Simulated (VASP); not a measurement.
# MgB2 (P1) in VASP: relaxation of cell and atoms with r2SCAN

Aim: the relaxation of cell and atoms of MgB2 with r2SCAN.

Everything below comes from runs of VASP 6.6.1. Logs are shortened: lines on timing, memory, paths and dates and some standing lists are left out, and cuts for length are marked.

### 1 The cell of the first run

The typed cell holds 3 atoms: a = 3.179 Å, b = 3.278 Å, c = 3.504 Å, α = 88.67°, β = 89.98°, γ = 122.12°.

### 2 Relaxation of cell and atoms, r2SCAN

The input, POSCAR:

```
MgB2
1.0
    3.1777366600     -0.0881739200      0.0012358300
   -1.6652290400      2.8228243100      0.0368361000
    0.0014115200      0.0493882000      3.5041133800
Mg B
1 2
Direct
    0.9727390000      0.0135360000      0.9922770000
    0.3345810000      0.6653620000      0.4937000000
    0.6648340000      0.3454500000      0.5005260000
```

The input, INCAR.step1:

```
SYSTEM = MgB2
  PREC = Accurate
  ENCUT = 600
  ISMEAR = -1
  SIGMA = 0.1
  LREAL = .False.
  LASPH = .True.
  NELM = 100
  GGA = PE
  ALGO = Normal
  EDIFF = 1E-4
  LWAVE = .True.
  LCHARG = .False.
```

The input, INCAR.step2:

```
SYSTEM = MgB2
  PREC = Accurate
  ENCUT = 600
  EDIFF = 1E-6
  ISMEAR = -1
  SIGMA = 0.1
  LREAL = .False.
  LASPH = .True.
  NELM = 100
  ALGO = Normal
  ISIF = 3
  LWAVE = .False.
  LCHARG = .False.
  METAGGA = R2SCAN
  LMIXTAU = .True.
  IBRION = 2
  NSW = 60
  EDIFFG = -0.03
  ISTART = 1
```

The input, KPOINTS:

```
Automatic mesh
0
Gamma
  7 6 5
  0 0 0.5
```

Potentials or basis: VASP PAW PBE potentials, release 64 (Mg, B).

Command:

```bash
> cat potpaw_PBE.64/Mg/POTCAR potpaw_PBE.64/B/POTCAR > POTCAR
> cp INCAR.step1 INCAR
> mpirun -np 1 vasp_std > vasp.out
> cp INCAR.step2 INCAR
> mpirun -np 1 vasp_std > vasp.out
```

OUTCAR:

```text
SYSTEM = MgB2
   PREC = Accurate
   ENCUT = 600
   EDIFF = 1E-6
   ISMEAR = -1
   LREAL = .False.
   LASPH = .True.
   NELM = 100
   ISIF = 3
   METAGGA = R2SCAN
   IBRION = 2
   NSW = 60
   EDIFFG = -0.03
   ISTART = 1

 ion  position               nearest neighbor table
   1  0.973  0.014  0.992-   2 2.44   2 2.47   2 2.48   3 2.48   3 2.52   3 2.54   3 2.56   2 2.56
                             3 2.57   3 2.60   2 2.65   2 2.68
   2  0.335  0.665  0.494-   3 1.80   3 1.84   3 1.89   1 2.44   1 2.47   1 2.48   1 2.56   1 2.65
                             1 2.68
   3  0.665  0.345  0.501-   2 1.80   2 1.84   2 1.89   1 2.48   1 2.52   1 2.54   1 2.56   1 2.57
                             1 2.60

  LATTYP: Found a triclinic cell.
 ALAT       =     3.1252906310
 B/A-ratio  =     1.0171725892
 C/A-ratio  =     1.1213234569
 COS(alpha) =     0.0004004451
 COS(beta)  =     0.0247070268
 COS(gamma) =     0.4595061159

  Lattice vectors:

 A1 = (  -1.5125076200,  -2.7346503900,  -0.0380719300)
 A2 = (  -3.1777366600,   0.0881739200,  -0.0012358300)
 A3 = (  -0.0014115200,  -0.0493882000,  -3.5041133800)

Analysis of symmetry for initial positions (statically):
=====================================================================
 Subroutine PRICEL returns:
 Original cell was already a primitive cell.

 Routine SETGRP: Setting up the symmetry group for a
 triclinic supercell.

 Subroutine GETGRP returns: Found  1 space group operations
 (whereof  1 operations were pure point group operations)
 out of a pool of  2 trial point group operations.

The static configuration has the point symmetry C_1 .

Analysis of symmetry for dynamics (positions and initial velocities):
=====================================================================
 Subroutine PRICEL returns:
 Original cell was already a primitive cell.

 Routine SETGRP: Setting up the symmetry group for a
 triclinic supercell.

 Subroutine GETGRP returns: Found  1 space group operations
 (whereof  1 operations were pure point group operations)
 out of a pool of  2 trial point group operations.

The dynamic configuration has the point symmetry C_1 .

 Subroutine INISYM returns: Found  1 space group operations
 (whereof  1 operations are pure point group operations),
 and found     1 'primitive' translations

----------------------------------------------------------------------------------------

                                     Primitive cell

  volume of cell :      30.9122

  direct lattice vectors                    reciprocal lattice vectors
     3.177736660 -0.088173920  0.001235830     0.319928269  0.188767184 -0.002789424
    -1.665229040  2.822824310  0.036836100     0.009997113  0.360218893 -0.005081078
     0.001411520  0.049388200  3.504113380    -0.000217924 -0.003853284  0.285433291

  length of vectors
     3.178959963  3.277603048  3.504461694     0.371476686  0.360393411  0.285459382

  position of ions in fractional coordinates (direct lattice)
     0.972739000  0.013536000  0.992277000
     0.334581000  0.665362000  0.493700000
     0.664834000  0.345450000  0.500526000

  ion indices of the primitive-cell ions
   primitive index   ion index
                 1           1
                 2           2
                 3           3

----------------------------------------------------------------------------------------

 KPOINTS: Automatic mesh

Automatic generation of k-mesh.
 Grid dimensions read from file:
 generate k-points for:    7    6    5

 Generating k-lattice:

  Cartesian coordinates                     Fractional coordinates (reciprocal lattice)
     0.045704038  0.026966741 -0.000398489     0.142857143 -0.000000000  0.000000000
     0.001666185  0.060036482 -0.000846846    -0.000000000  0.166666667 -0.000000000
    -0.000043585 -0.000770657  0.057086658     0.000000000  0.000000000  0.200000000

  Length of vectors
     0.053068098  0.060065569  0.057091876

  Shift w.r.t. Gamma in fractional coordinates (k-lattice)
     0.000000000  0.000000000  0.500000000

 Subroutine IBZKPT returns following result:
 ===========================================

 Found    106 irreducible k-points:

 Following reciprocal coordinates:
            Coordinates               Weight
 -0.000000  0.000000  0.100000      2.000000
  0.142857  0.000000  0.100000      2.000000
  0.285714  0.000000  0.100000      2.000000
  0.428571 -0.000000  0.100000      2.000000
 -0.428571  0.000000  0.100000      2.000000
 -0.285714  0.000000  0.100000      2.000000
[... 16 lines left out ...]
  0.142857  0.500000  0.100000      2.000000
  0.285714  0.500000  0.100000      2.000000
 [... further k-points ...]
   k-points           NKPTS =    106   k-points in BZ     NKDIM =    106   number of bands    NBANDS=      8
   number of dos      NEDOS =    301   number of ions     NIONS =      3
   total plane-waves  NPLWV =  21952
   dimension x,y,z NGX =    28 NGY =   28 NGZ =   28
   dimension x,y,z NGXF=    56 NGYF=   56 NGZF=   56
   ions per type =               1   2
   NGX,Y,Z   is equivalent  to a cutoff of  14.64, 14.20, 13.28 a.u.
   NGXF,Y,Z  is equivalent  to a cutoff of  29.29, 28.40, 26.57 a.u.
 SYSTEM =  MgB2
   PREC   = accura    normal or accurate (medium, high low for compatibility)
   ISTART =      1    job   : 0-new  1-cont  2-samecut
   ICHARG =      0    charge: 1-file 2-atom 10-const
   ISPIN  =      1    spin polarized calculation?
   LNONCOLLINEAR =      F non collinear calculations
   LSORBIT =      F    spin-orbit coupling
   LASPH  =      T    aspherical Exc in radial PAW
   ENCUT  =  600.0 eV  44.10 Ry    6.64 a.u.   6.35  6.55  7.00*2*pi/ulx,y,z
   NELM   =    100;   NELMIN=  2; NELMDL=  0     # of ELM steps
   EDIFF  = 0.1E-05   stopping-criterion for ELM
   LREAL  =      F    real-space projection
   EDIFFG = -.3E-01   stopping-criterion for IOM
   NSW    =     60    number of steps for IOM
   IBRION =      2    ionic relax: 0-MD 1-quasi-New 2-CG
   NFREE  =      1    steps in history (QN), initial steepest desc. (CG)
   ISIF   =      3    stress and relaxation
   ISYM   =      2    0-nonsym 1-usesym 2-fastsym
   POTIM  = 0.5000    time-step for ionic-motion
   TEBEG  =    0.0;   TEEND  =   0.0 temperature during run
   PSTRESS=    0.0 pullay stress
   NELECT =       8.0000    total number of electrons
   NUPDOWN=      -1.0000    fix difference up-down
   EMIN   =  10.00;   EMAX   =-10.00  energy-range for DOS
   EFERMI =   0.00;   METHOD = LEGACY
   ISMEAR =    -1;   SIGMA  =   0.10  broadening in eV -4-tet -1-fermi 0-gaus
   EFERMI_NEDOS =   21; number of points for ismear=-14 and -15
   IALGO  =     38    algorithm
   IMIX   =      4    mixing-type and parameters
     AMIX     =   0.40;   BMIX     =  1.00
     AMIX_MAG =   1.60;   BMIX_MAG =  1.00
  volume/ion in A,a.u.               =      10.30        69.54
  Fermi-wavevector in a.u.,A,eV,Ry     =   1.043266  1.971487 14.808631  1.088404
  Thomas-Fermi vector in A             =   2.177967
   LORBIT       =      0    0 simple, 1 ext, 2 COOP (PROOUT), +10 PAW based schemes
   METAGGA = R2SCAN    functional components
   LHFCALC =     F    Hartree Fock is set to
   AEXX    =    0.0000 exact exchange contribution
   IVDW    =     0    specifies the selected vdW correction
   LEPSILON=     F    determine dielectric tensor
   LRPA    =     F    only Hartree local field effects (RPA)
 conjugate gradient relaxation of ions
 non-spin polarized calculation
  energy-cutoff  :      600.00
  volume of cell :       30.91
 maximum number of plane-waves:      1046
 NGX is ok and might be reduce to    28
   NGX = 13   NGY = 13   NGZ = 13

--------------------------------------- Ionic step        1  -------------------------------------------

 number of electron       8.0000000 magnetization

 Free energy of the ion-electron system (eV)
  ---------------------------------------------------
  ext. energy  EPLUGINS =         0.00000000
  ---------------------------------------------------
  free energy    TOTEN  =       -19.17660622 eV

  energy without entropy =      -19.14783254  energy(sigma->0) =      -19.16221938

------------------------ aborting loop because EDIFF is reached ----------------------------------------

  FORCE on cell =-STRESS in cart. coord.  units (eV):
  Direction    XX          YY          ZZ          XY          YZ          ZX
  --------------------------------------------------------------------------------------
  -------------------------------------------------------------------------------------
  Total       -3.1129412     -3.6468483      0.0885836      1.8644362     -0.3703515     -0.0310515
  in kB     -161.3436976   -189.0160945      4.5912859     96.6336996    -19.1953152     -1.6093967
  external PRESSURE =    -115.2561687 kB  Pullay stress =       0.0000000 kB
[... 244 lines left out ...]
  energy  without entropy=      -19.3903212946  energy(sigma->0) =      -19.40152660

--------------------------------------- Ionic step        8  -------------------------------------------

 number of electron       8.0000000 magnetization

 Free energy of the ion-electron system (eV)
  ---------------------------------------------------
  ext. energy  EPLUGINS =         0.00000000
  ---------------------------------------------------
  free energy    TOTEN  =       -19.41328753 eV

  energy without entropy =      -19.39027872  energy(sigma->0) =      -19.40178313

 E-fermi :   5.3486     XC(G=0): -11.5896

 val. band max:        5.3382004634   @ k =  -0.1429  -0.0000   0.3000
 cond. band min:       5.4169492364   @ k =  -0.4286  -0.3333   0.3000
 fundamental gap:      0.0787487730
 Fermi energy:         5.3485730166

 k-point     1 :      -0.0000    0.0000    0.1000
  band No.  band energies     occupation
      1      -7.8334      2.00000
      2       1.5247      2.00000
      3       5.7339      0.04155
      4       5.9511      0.00482
      5       8.2688      0.00000
      6      12.0172      0.00000
      7      12.2454      0.00000
      8      14.0807      0.00000
[... 243 lines left out ...]
 k-point    24 :       0.2857    0.5000    0.1000
  band No.  band energies     occupation
      1      -4.4615      2.00000
      2      -0.8611      2.00000
      3       0.7711      2.00000
      4       4.7833      1.99301
      5       8.7050      0.00000
      6      11.3444      0.00000
      7      13.3600      0.00000
      8      14.2339      0.00000

 [... further k-points ...]

------------------------ aborting loop because EDIFF is reached ----------------------------------------

  FORCE on cell =-STRESS in cart. coord.  units (eV):
  Direction    XX          YY          ZZ          XY          YZ          ZX
  --------------------------------------------------------------------------------------
  -------------------------------------------------------------------------------------
  Total        0.0001185     -0.0076720      0.0097242     -0.0016503      0.0238345      0.0027572
  in kB        0.0066420     -0.4300236      0.5450540     -0.0924998      1.3359516      0.1545424
  external PRESSURE =       0.0405575 kB  Pullay stress =       0.0000000 kB
[... 18 lines left out ...]
  FREE ENERGIE OF THE ION-ELECTRON SYSTEM (eV)
  ---------------------------------------------------
  free  energy   TOTEN  =       -19.4132875326 eV

  energy  without entropy=      -19.3902787209  energy(sigma->0) =      -19.40178313

 reached required accuracy - stopping structural energy minimisation
```

Run time: 5.4 min. Hardware: 1 thread of Intel Xeon 6975P-C (Granite Rapids), shared host; peak memory 0.19 GiB.

Results:

```
Free energy                           : -19.4133 eV
Relaxed volume                        : 9.53 Å³/atom
Relaxed cell                          : a = 3.065 Å, b = 3.065 Å, c = 3.509 Å, α = 90.07°, β = 90.01°, γ = 119.91°
Space group after relaxing (to 0.1 Å) : P6/mmm (No. 191)
Energy gained by relaxing             : 78.9 meV/atom
Ionic steps                           : 8
Pressure after relaxing               : 0.0 GPa
Largest force after relaxing          : 0.023 eV/Å
Band gap on the k mesh                : zero (bands 4 and 5 overlap by 2.52 eV)
```

Forces on the atoms (eV/Å):
```
Mg   0.005  0.002 -0.008
B   -0.019 -0.008  0.010
B    0.014  0.006 -0.002
```

The path:
| step | energy change (eV) | largest force (eV/Å) | pressure (GPa) | volume (Å³) |
| --- | --- | --- | --- | --- |
| 1 | 0.0000 | 0.5477 | -11.53 | 30.91 |
| 2 | -0.1917 | 0.4695 | 6.61 | 27.65 |
| 3 | -0.2109 | 0.4745 | 1.81 | 28.34 |
| 4 | -0.2297 | 0.2396 | 0.35 | 28.56 |
| 5 | -0.2316 | 0.1794 | -0.22 | 28.66 |
| 6 | -0.2356 | 0.1069 | -0.19 | 28.64 |
| 7 | -0.2361 | 0.0906 | -0.16 | 28.63 |
| 8 | -0.2367 | 0.0226 | 0.00 | 28.58 |

Final structure:
```
Mg B
1.0
     3.06520    0.00237   -0.00053
    -1.53047    2.65602   -0.00106
     0.00024   -0.00359    3.50948
Mg B
1 2
Direct
  0.99047 0.00803 0.99572
  0.32126 0.67393 0.49531
  0.66043 0.34239 0.49547
```

Caveat: the PAW data sets were made with another functional, which shifts forces and pressure a little.

The gap in the log of VASP goes by the Fermi energy; the results here count the filled bands.